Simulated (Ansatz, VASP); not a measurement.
BeGeSb2: VASP beside Ansatz

File POSCAR:

```
BeGeSb2
1.0
    4.2563925423      0.0000000000      0.0000000000
    0.0000000000      4.2563925423      0.0000000000
    0.0000000000      0.0000000000      5.9491215033
Be Sb Ge
1 2 1
Direct
    0.0000000000      0.0000000000      0.0000000000
    0.0000000000      0.5000000000      0.2194401827
    0.5000000000      0.0000000000      0.7805598173
    0.5000000000      0.5000000000      0.5000000000
```

Contents of INCAR.step1:

```
ALGO     = Normal         # electronic algorithm
EDIFF    = 1E-4           # SCF threshold, eV
ENCUT    = 520            # plane-wave cutoff, eV
GGA      = PE             # functional
ISMEAR   = -1             # smearing method
LASPH    = T              # aspherical terms in the spheres
LCHARG   = F              # write CHGCAR
LREAL    = F              # projectors in reciprocal space
LWAVE    = T              # write WAVECAR
NBANDS   = 21             # bands
NELM     = 60             # most SCF steps
PREC     = Accurate       # precision mode
SIGMA    = 0.02           # smearing width, eV
```

The input INCAR.step2:

```
ALGO     = Normal         # electronic algorithm
EDIFF    = 1E-6           # SCF threshold, eV
ENCUT    = 520            # plane-wave cutoff, eV
ISIF     = 2              # what is computed and relaxed
ISMEAR   = -1             # smearing method
ISTART   = 1            
LASPH    = T              # aspherical terms in the spheres
LCHARG   = T              # write CHGCAR
LELF     = T              # ELF
LMIXTAU  = T            
LREAL    = F              # projectors in reciprocal space
LVHAR    = T            
LWAVE    = F              # write WAVECAR
METAGGA  = R2SCAN         # meta-GGA
NBANDS   = 21             # bands
NELM     = 60             # most SCF steps
PREC     = Accurate       # precision mode
SIGMA    = 0.02           # smearing width, eV
```

Contents of KPOINTS:

```
k-points
0
Gamma
  6 6 4
```

Input for Ansatz:

```yaml
crystal:
  lattice:
    - [4.2563925423, 0.0, 0.0]
    - [0.0, 4.2563925423, 0.0]
    - [0.0, 0.0, 5.9491215033]
  atoms:
    - { symbol: Be, position: [0.0, 0.0, 0.0] }
    - { symbol: Sb, position: [0.0, 0.5, 0.2194401827] }
    - { symbol: Ge, position: [0.5, 0.5, 0.5] }
    - { symbol: Sb, position: [0.5, 0.0, 0.7805598173] }
kpoints:
  mp_grid: { grid: [6, 6, 4] }
hamiltonian:
  xc: r2scan
scf:
  occupations: { method: fermi_dirac, width: 0.02 }
  n_extra_bands: 5
output:
  forces: true
  stress: true
  eigenvalues: true
```

Alike in both runs: task single point; functional r2SCAN; k mesh 6 × 6 × 4; occupations fermi-dirac, width 0.02 eV; no spin polarisation.

|  | VASP | Ansatz |
| --- | --- | --- |
| version | VASP 6.6.1 | Ansatz 0.2.0 |
| potentials or method | VASP PAW PBE potentials, release 64 (Be, Sb, Ge_d) | plane waves, PAW |
| plane-wave cutoff (eV) | 520 | 500 |
| valence electrons in the cell | 26 | 46 |

```csv
,VASP,Ansatz,Ansatz less VASP
pressure (GPa),-2.9,-3.1,-0.16
rms of the force components (eV/Å),0.031,0.034,+0.0022
```

VASP's potentials were made for PBE, not for r2SCAN. With one functional, cell and mesh, what is left measures potentials, basis and numerics. VASP's potentials hold 26 valence electrons a cell and Ansatz's 46, so a difference there can come from the potentials and not from the codes.

Spin-orbit coupling is off throughout.
